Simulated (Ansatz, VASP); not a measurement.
**Two plane-wave programs on CsSnI3**

```
Cs I Sn
1.0
     6.20570    0.00000    0.00000
     0.00000    6.20570    0.00000
     0.00000    0.00000    6.20570
Cs I Sn
1 3 1
Direct
  0.00000 0.00000 0.00000
  0.50000 0.50000 0.00000
  0.50000 0.00000 0.50000
  0.00000 0.50000 0.50000
  0.50000 0.50000 0.50000
```

Alike in both runs: task relaxation of cell and atoms; functional b88 exchange, pbe correlation; k mesh 5 × 5 × 5; occupations fermi-dirac, width 0.05 eV; no spin polarisation.

|  | VASP | Ansatz |
| --- | --- | --- |
| version | VASP 6.6.1 | Ansatz 0.2.0 |
| potentials or method | VASP PAW PBE potentials, release 64 (Cs_sv, I, Sn_d) | Ansatz PAW |
| plane-wave cutoff (eV) | 500 | 420 |
| valence electrons in the cell | 44 | 74 |

```tsv
	VASP	Ansatz	Ansatz less VASP
gap on the k mesh at the Fermi level, each at its own relaxed structure (eV)	1.79	1.79	+0.001
relaxed volume (Å³/atom)	49.87	49.77	-0.106
relaxed cell length with the largest relative difference (Å)	6.294	6.290	-0.0044
```

VASP's potentials were made for PBE, not for b88 exchange, pbe correlation. VASP's potentials hold 44 valence electrons a cell and Ansatz's 74, so a difference there can come from the potentials and not from the codes.

Spin-orbit coupling is off throughout. Noted on Ansatz's run: odd divisions of the mesh miss points on the zone boundary, where band edges often lie, so the gap on the mesh can be too wide; the plane-wave basis is chosen anew once the cell has moved, so the energies of steps on either side of that aren't comparable.
